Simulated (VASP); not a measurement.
# Ta4C3 (Cmmm) in VASP: notebook

Runs on Ta4C3. Level: r2SCAN. Tasks: single point.

Program: VASP 6.6.1. These are calculated values, not measurements. Logs are shortened: lines on timing, memory, paths and dates and some standing lists are left out, and cuts for length are marked.

## Step 1: The cell of the first run

Symmetry: Cmmm, No. 65, orthorhombic system. Conventional cell: a = 6.226 Å, b = 6.289 Å, c = 4.425 Å, α = 90.00°, β = 90.00°, γ = 90.00°. Within 2.9 Å of Ta (site symmetry 2/m) lie 4 C at 2.21 Å. Ta (site symmetry mmm) has 4 C at 2.21 Å within 2.9 Å. Within 2.9 Å of Ta (site symmetry mmm) lie 6 C at 2.21 Å. Within 2.9 Å of C (site symmetry 2/m) lie 6 Ta at 2.21 Å. Within 2.9 Å of C (site symmetry mmm) lie 6 Ta at 2.21 Å.

## Step 2: Single point, r2SCAN (strain +0.0100 x Voigt [0, 0, 0, 0, 1, 0])

POSCAR reads:

```
Ta4C3
1.0
    4.4247933841      0.0000000000      0.0221239669
    0.0000000000      4.4247933841      0.0000000000
    0.0221239669      0.0000000000      4.4247933841
Ta C
4 3
Direct
    0.0000000000      0.5000000000      0.5000000000
    0.5000000000      0.0000000000      0.5000000000
    0.5000000000      0.5000000000      0.0000000000
    0.0000000000      0.0000000000      0.0000000000
    0.5000000000      0.0000000000      0.0000000000
    0.0000000000      0.5000000000      0.0000000000
    0.0000000000      0.0000000000      0.5000000000
```

INCAR.step1 reads:

```
SYSTEM = Ta4C3
PREC     = Accurate       ! precision mode
ENCUT    = 520            ! plane-wave cutoff, eV
ISMEAR   = 0              ! smearing method
SIGMA    = 0.15           ! smearing width, eV
LREAL    = .FALSE.        ! projectors in reciprocal space
LASPH    = .TRUE.         ! aspherical terms in the spheres
NELM     = 80             ! most SCF steps
NBANDS   = 37             ! bands
GGA      = PE             ! functional
ALGO     = Normal         ! electronic algorithm
EDIFF    = 1E-4           ! SCF threshold, eV
LWAVE    = .TRUE.         ! write WAVECAR
LCHARG   = .FALSE.        ! write CHGCAR
```

INCAR.step2 reads:

```
SYSTEM = Ta4C3
PREC     = Accurate       ! precision mode
ENCUT    = 520            ! plane-wave cutoff, eV
EDIFF    = 1E-6           ! SCF threshold, eV
ISMEAR   = 0              ! smearing method
SIGMA    = 0.15           ! smearing width, eV
LREAL    = .FALSE.        ! projectors in reciprocal space
LASPH    = .TRUE.         ! aspherical terms in the spheres
NELM     = 80             ! most SCF steps
ALGO     = Normal         ! electronic algorithm
ISIF     = 2              ! what is computed and relaxed
LWAVE    = .FALSE.        ! write WAVECAR
LCHARG   = .FALSE.        ! write CHGCAR
METAGGA  = R2SCAN         ! meta-GGA
LMIXTAU  = .TRUE.       
NBANDS   = 37             ! bands
ISTART   = 1
```

KPOINTS reads:

```
Automatic mesh
0
G
  10 10 10
  0 0 0
```

Potentials or basis: VASP PAW PBE potentials, release 64 (Ta_pv, C).

Launch:

```console
cat potpaw_PBE.64/Ta_pv/POTCAR potpaw_PBE.64/C/POTCAR > POTCAR
cp INCAR.step1 INCAR
mpirun -np 1 vasp_std > vasp.out
cp INCAR.step2 INCAR
mpirun -np 1 vasp_std > vasp.out
```

OUTCAR:

```text
SYSTEM = Ta4C3
   PREC = Accurate
   ENCUT = 520
   EDIFF = 1E-6
   ISMEAR = 0
   LREAL = .FALSE.
   LASPH = .TRUE.
   NELM = 80
   ISIF = 2
   METAGGA = R2SCAN
   ISTART = 1

 ion  position               nearest neighbor table
   1  0.000  0.500  0.500-   7 2.21   7 2.21   6 2.21   6 2.21   3 3.11   3 3.11   4 3.13   2 3.13
                             4 3.13   2 3.13   4 3.13   2 3.13   4 3.13   2 3.13   3 3.14   3 3.14
   2  0.500  0.000  0.500-   5 2.21   7 2.21   5 2.21   7 2.21   4 3.11   4 3.11   3 3.13   1 3.13
                             3 3.13   3 3.13   1 3.13   3 3.13   1 3.13   1 3.13   4 3.14   4 3.14
   3  0.500  0.500  0.000-   5 2.21   5 2.21   6 2.21   6 2.21   1 3.11   1 3.11   2 3.13   4 3.13
                             4 3.13   2 3.13   2 3.13   4 3.13   2 3.13   4 3.13   1 3.14   1 3.14
   4  0.000  0.000  0.000-   6 2.21   6 2.21   7 2.21   7 2.21   5 2.21   5 2.21   2 3.11   2 3.11
                             1 3.13   3 3.13   1 3.13   1 3.13   3 3.13   3 3.13   1 3.13   3 3.13
   5  0.500  0.000  0.000-   3 2.21   3 2.21   4 2.21   2 2.21   2 2.21   4 2.21
   6  0.000  0.500  0.000-   4 2.21   4 2.21   1 2.21   1 2.21   3 2.21   3 2.21
   7  0.000  0.000  0.500-   1 2.21   1 2.21   4 2.21   4 2.21   2 2.21   2 2.21

  LATTYP: Found a base centered orthorhombic cell.
 ALAT       =     6.2263148004
 B/A-ratio  =     1.0100502512
 C/A-ratio  =     0.7106600816

  Lattice vectors:

 A1 = (  -4.4247933841,   0.0000000000,  -0.0221239669)
 A2 = (   0.0221239669,   0.0000000000,   4.4247933841)
 A3 = (   0.0000000000,   4.4247933841,   0.0000000000)

Analysis of symmetry for initial positions (statically):
=====================================================================
 Subroutine PRICEL returns:
 Original cell was already a primitive cell.

 Routine SETGRP: Setting up the symmetry group for a
 base centered orthorhombic supercell.

 Subroutine GETGRP returns: Found  8 space group operations
 (whereof  8 operations were pure point group operations)
 out of a pool of  8 trial point group operations.

The static configuration has the point symmetry D_2h.

Analysis of symmetry for dynamics (positions and initial velocities):
=====================================================================
 Subroutine PRICEL returns:
 Original cell was already a primitive cell.

 Routine SETGRP: Setting up the symmetry group for a
 base centered orthorhombic supercell.

 Subroutine GETGRP returns: Found  8 space group operations
 (whereof  8 operations were pure point group operations)
 out of a pool of  8 trial point group operations.

The dynamic configuration has the point symmetry D_2h.

 Subroutine INISYM returns: Found  8 space group operations
 (whereof  8 operations are pure point group operations),
 and found     1 'primitive' translations

----------------------------------------------------------------------------------------

                                     Primitive cell

  volume of cell :      86.6300

  direct lattice vectors                    reciprocal lattice vectors
     4.424793384  0.000000000  0.022123967     0.226004903  0.000000000 -0.001130025
     0.000000000  4.424793384  0.000000000     0.000000000  0.225999253  0.000000000
     0.022123967  0.000000000  4.424793384    -0.001130025  0.000000000  0.226004903

  length of vectors
     4.424848694  4.424793384  4.424848694     0.226007728  0.225999253  0.226007728

  position of ions in fractional coordinates (direct lattice)
     0.000000000  0.500000000  0.500000000
     0.500000000  0.000000000  0.500000000
     0.500000000  0.500000000  0.000000000
     0.000000000  0.000000000  0.000000000
     0.500000000  0.000000000  0.000000000
     0.000000000  0.500000000  0.000000000
     0.000000000  0.000000000  0.500000000

  ion indices of the primitive-cell ions
   primitive index   ion index
                 1           1
                 2           2
                 3           3
                 4           4
                 5           5
                 6           6
                 7           7

----------------------------------------------------------------------------------------

 KPOINTS: Automatic mesh

Automatic generation of k-mesh.
 Grid dimensions read from file:
 generate k-points for:   10   10   10

 Generating k-lattice:

  Cartesian coordinates                     Fractional coordinates (reciprocal lattice)
     0.022600490  0.000000000 -0.000113002     0.100000000  0.000000000  0.000000000
     0.000000000  0.022599925  0.000000000     0.000000000  0.100000000  0.000000000
    -0.000113002  0.000000000  0.022600490     0.000000000  0.000000000  0.100000000

  Length of vectors
     0.022600773  0.022599925  0.022600773

  Shift w.r.t. Gamma in fractional coordinates (k-lattice)
     0.000000000  0.000000000  0.000000000

 Subroutine IBZKPT returns following result:
 ===========================================

 Found    186 irreducible k-points:

 Following reciprocal coordinates:
            Coordinates               Weight
  0.000000  0.000000  0.000000      1.000000
  0.100000  0.000000  0.000000      4.000000
  0.200000  0.000000  0.000000      4.000000
  0.300000  0.000000 -0.000000      4.000000
  0.400000  0.000000  0.000000      4.000000
  0.500000  0.000000 -0.000000      2.000000
[... 16 lines left out ...]
  0.400000  0.300000  0.000000      8.000000
  0.500000  0.300000 -0.000000      4.000000
 [... further k-points ...]
   k-points           NKPTS =    186   k-points in BZ     NKDIM =    186   number of bands    NBANDS=     37
   number of dos      NEDOS =    301   number of ions     NIONS =      7
   total plane-waves  NPLWV =  46656
   dimension x,y,z NGX =    36 NGY =   36 NGZ =   36
   dimension x,y,z NGXF=    72 NGYF=   72 NGZF=   72
   ions per type =               4   3
   NGX,Y,Z   is equivalent  to a cutoff of  13.53, 13.53, 13.53 a.u.
   NGXF,Y,Z  is equivalent  to a cutoff of  27.05, 27.05, 27.05 a.u.
 SYSTEM =  Ta4C3
   PREC   = accura    normal or accurate (medium, high low for compatibility)
   ISTART =      1    job   : 0-new  1-cont  2-samecut
   ICHARG =      0    charge: 1-file 2-atom 10-const
   ISPIN  =      1    spin polarized calculation?
   LNONCOLLINEAR =      F non collinear calculations
   LSORBIT =      F    spin-orbit coupling
   LASPH  =      T    aspherical Exc in radial PAW
   ENCUT  =  520.0 eV  38.22 Ry    6.18 a.u.   8.23  8.23  8.23*2*pi/ulx,y,z
   NELM   =     80;   NELMIN=  2; NELMDL=  0     # of ELM steps
   EDIFF  = 0.1E-05   stopping-criterion for ELM
   LREAL  =      F    real-space projection
   EDIFFG = 0.1E-04   stopping-criterion for IOM
   NSW    =      0    number of steps for IOM
   IBRION =     -1    ionic relax: 0-MD 1-quasi-New 2-CG
   NFREE  =      0    steps in history (QN), initial steepest desc. (CG)
   ISIF   =      2    stress and relaxation
   ISYM   =      2    0-nonsym 1-usesym 2-fastsym
   POTIM  = 0.5000    time-step for ionic-motion
   TEBEG  =    0.0;   TEEND  =   0.0 temperature during run
   PSTRESS=    0.0 pullay stress
   NELECT =      56.0000    total number of electrons
   NUPDOWN=      -1.0000    fix difference up-down
   EMIN   =  10.00;   EMAX   =-10.00  energy-range for DOS
   EFERMI =   0.00;   METHOD = LEGACY
   ISMEAR =     0;   SIGMA  =   0.15  broadening in eV -4-tet -1-fermi 0-gaus
   EFERMI_NEDOS =   21; number of points for ismear=-14 and -15
   IALGO  =     38    algorithm
   IMIX   =      4    mixing-type and parameters
     AMIX     =   0.40;   BMIX     =  1.00
     AMIX_MAG =   1.60;   BMIX_MAG =  1.00
  volume/ion in A,a.u.               =      12.38        83.52
  Fermi-wavevector in a.u.,A,eV,Ry     =   1.415516  2.674937 27.261799  2.003686
  Thomas-Fermi vector in A             =   2.536946
   LORBIT       =      0    0 simple, 1 ext, 2 COOP (PROOUT), +10 PAW based schemes
   METAGGA = R2SCAN    functional components
   LHFCALC =     F    Hartree Fock is set to
   AEXX    =    0.0000 exact exchange contribution
   IVDW    =     0    specifies the selected vdW correction
   LEPSILON=     F    determine dielectric tensor
   LRPA    =     F    only Hartree local field effects (RPA)
 non-spin polarized calculation
 Gauss-broadening in eV      SIGMA  =   0.15
  energy-cutoff  :      520.00
  volume of cell :       86.63
 maximum number of plane-waves:      2357
 NGX is ok and might be reduce to    36
   NGX = 17   NGY = 17   NGZ = 17

 number of electron      56.0000014 magnetization

 Free energy of the ion-electron system (eV)
  ---------------------------------------------------
  ext. energy  EPLUGINS =         0.00000000
  ---------------------------------------------------
  free energy    TOTEN  =      -227.80233149 eV

  energy without entropy =     -227.76489056  energy(sigma->0) =     -227.78361103

 E-fermi :   7.2147     XC(G=0): -13.9960

 val. band max:        7.2133476732   @ k =   0.1000   0.0000   0.0000
 cond. band min:       7.2149037581   @ k =   0.5000   0.2000   0.1000
 fundamental gap:      0.0015560849
 Fermi energy:         7.2147471772

 k-point     1 :       0.0000    0.0000    0.0000
  band No.  band energies     occupation
      1     -29.5104      2.00000
      2     -29.5043      2.00000
      3     -29.4983      2.00000
      4     -28.7844      2.00000
      5     -28.7784      2.00000
      6     -28.7729      2.00000
[... 29 lines left out ...]
     36      11.0478      0.00000
     37      12.0657      0.00000

 k-point     2 :       0.1000    0.0000    0.0000
  band No.  band energies     occupation
      1     -29.5047      2.00000
      2     -29.4998      2.00000
      3     -29.4930      2.00000
      4     -28.7828      2.00000
      5     -28.7771      2.00000
      6     -28.7727      2.00000
[... 29 lines left out ...]
     36      11.3149      0.00000
     37      12.0344      0.00000
[... 838 lines left out ...]
     36      11.0950      0.00000
     37      11.7408      0.00000

 k-point    24 :       0.5000    0.3000   -0.0000
  band No.  band energies     occupation
      1     -29.4847      2.00000
      2     -29.4769      2.00000
      3     -29.4286      2.00000
      4     -28.9170      2.00000
      5     -28.7395      2.00000
      6     -28.7104      2.00000
[... 29 lines left out ...]
     36      11.1056      0.00000
     37      11.4679      0.00000

 [... further k-points ...]

------------------------ aborting loop because EDIFF is reached ----------------------------------------

  FORCE on cell =-STRESS in cart. coord.  units (eV):
  Direction    XX          YY          ZZ          XY          YZ          ZX
  --------------------------------------------------------------------------------------
  -------------------------------------------------------------------------------------
  Total        0.5961323      0.6037785      0.5961323      0.0000000      0.0000000     -0.6690464
  in kB       11.0251660     11.1665785     11.0251660      0.0000000      0.0000000    -12.3736737
  external PRESSURE =      11.0723035 kB  Pullay stress =       0.0000000 kB

 VOLUME and BASIS-vectors are now :
 -----------------------------------------------------------------------------
  energy-cutoff  :      520.00
  volume of cell :       86.63
      direct lattice vectors                 reciprocal lattice vectors
     4.424793384  0.000000000  0.022123967     0.226004903  0.000000000 -0.001130025
     0.000000000  4.424793384  0.000000000     0.000000000  0.225999253  0.000000000
     0.022123967  0.000000000  4.424793384    -0.001130025  0.000000000  0.226004903

 POSITION                                       TOTAL-FORCE (eV/Angst)
 -----------------------------------------------------------------------------------
      0.01106      2.21240      2.21240        -0.000000      0.000000      0.000000
      2.22346      0.00000      2.22346         0.000000      0.000000      0.000000
      2.21240      2.21240      0.01106        -0.000000      0.000000      0.000000
      0.00000      0.00000      0.00000        -0.000000      0.000000      0.000000
      2.21240      0.00000      0.01106        -0.000000      0.000000      0.000000
      0.00000      2.21240      0.00000        -0.000000      0.000000      0.000000
      0.01106      0.00000      2.21240        -0.000000      0.000000      0.000000
 -----------------------------------------------------------------------------------
    total drift:                                0.000000      0.000000      0.000000

  FREE ENERGIE OF THE ION-ELECTRON SYSTEM (eV)
  ---------------------------------------------------
  free  energy   TOTEN  =      -227.8023314853 eV

  energy  without entropy=     -227.7648905647  energy(sigma->0) =     -227.78361103
```

Run time: 45 min. Hardware: 1 thread of Oxide Virtual Turin-like, shared host; peak memory 0.51 GiB.

Results:

| Property | Result |
| --- | --- |
| Free energy | -227.8023 eV |
| Pressure | 1.1 GPa |
| Band gap on the k mesh | zero (bands 28 and 29 overlap by 1.10 eV) |

Caveat: the cell differs from its parent crystal (strain +0.0100 x Voigt [0, 0, 0, 0, 1, 0]); the PAW data sets were made with another functional, which shifts forces and pressure a little; spin-orbit coupling is left out, which moves the levels of the heavy elements.

## Step 3: Single point, r2SCAN (strain +0.0250 x Voigt [0, 0, 0, 0, 1, 0])

Changes to POSCAR since step 2:

```diff
@@ -2,5 +2,5 @@
 1.0
-    4.4247933841      0.0000000000      0.0221239669
+    4.4247933841      0.0000000000      0.0553099173
     0.0000000000      4.4247933841      0.0000000000
-    0.0221239669      0.0000000000      4.4247933841
+    0.0553099173      0.0000000000      4.4247933841
 Ta C
```

INCAR.step1 reads:

```
PREC = Accurate
ENCUT = 520
ISMEAR = 0
SIGMA = 0.15
LREAL = False
LASPH = True
NELM = 60
NBANDS = 37
GGA = PE
ALGO = Normal
EDIFF = 1E-4
LWAVE = True
LCHARG = False
```

INCAR.step2 reads:

```
PREC = Accurate
ENCUT = 520
EDIFF = 1E-7
ISMEAR = 0
SIGMA = 0.15
LREAL = False
LASPH = True
NELM = 60
ALGO = Normal
ISIF = 2
LWAVE = False
LCHARG = True
METAGGA = R2SCAN
LMIXTAU = True
LELF = True
LVHAR = True
NBANDS = 37
ISTART = 1
```

KPOINTS reads:

```
Automatic mesh
0
Gamma
  10 10 10
```

Potentials or basis: VASP PAW PBE potentials, release 64 (Ta_pv, C).

Launch:

```console
cat potpaw_PBE.64/Ta_pv/POTCAR potpaw_PBE.64/C/POTCAR > POTCAR
cp INCAR.step1 INCAR
mpirun -np 1 vasp_std > vasp.out
cp INCAR.step2 INCAR
mpirun -np 1 vasp_std > vasp.out
```

Run time: 35 min. Hardware: 1 thread of Oxide Virtual Turin-like, shared host; peak memory 0.51 GiB.

It converged, with:

```yaml
Free_energy: -227.7848 eV
Pressure: 1.2 GPa
Band_gap_on_the_k_mesh: zero (bands 28 and 29 overlap by 1.12 eV)
```

Stress tensor (GPa, compression positive):
```
 1.14  0.00 -3.08
 0.00  1.23  0.00
-3.08  0.00  1.14
```

Levels at points of the mesh, in eV from the Fermi level:
| k point | band 24 | band 25 | band 26 | band 27 | band 28 | band 29 | band 30 | band 31 | band 32 | band 33 |
| --- | --- | --- | --- | --- | --- | --- | --- | --- | --- | --- |
| (0.00, 0.00, 0.00) | -1.47 | -1.40 | -0.79 | -0.72 | -0.68 | -0.62 | -0.50 | -0.28 | 1.43 | 1.43 |
| (0.50, 0.00, 0.00) | -2.90 | -2.26 | -2.06 | -2.03 | 0.28 | 0.28 | 0.79 | 1.98 | 2.52 | 2.52 |
| (0.00, 0.50, 0.00) | -2.90 | -2.23 | -2.21 | -1.91 | 0.20 | 0.36 | 0.79 | 2.00 | 2.47 | 2.57 |
| (0.50, 0.50, 0.00) | -4.59 | -2.03 | -1.80 | -0.41 | -0.41 | 1.89 | 1.89 | 1.95 | 2.20 | 3.59 |
| (0.50, 0.00, 0.50) | -4.57 | -2.03 | -1.80 | -0.63 | -0.19 | 1.81 | 1.92 | 1.99 | 2.25 | 3.33 |
| (0.50, 0.50, 0.50) | -5.22 | -1.31 | -1.14 | -0.96 | -0.38 | 3.24 | 3.47 | 3.48 | 3.61 | 3.71 |

Caveat: the cell differs from its parent crystal (strain +0.0250 x Voigt [0, 0, 0, 0, 1, 0]); the PAW data sets were made with another functional, which shifts forces and pressure a little; spin-orbit coupling is left out, which moves the levels of the heavy elements.
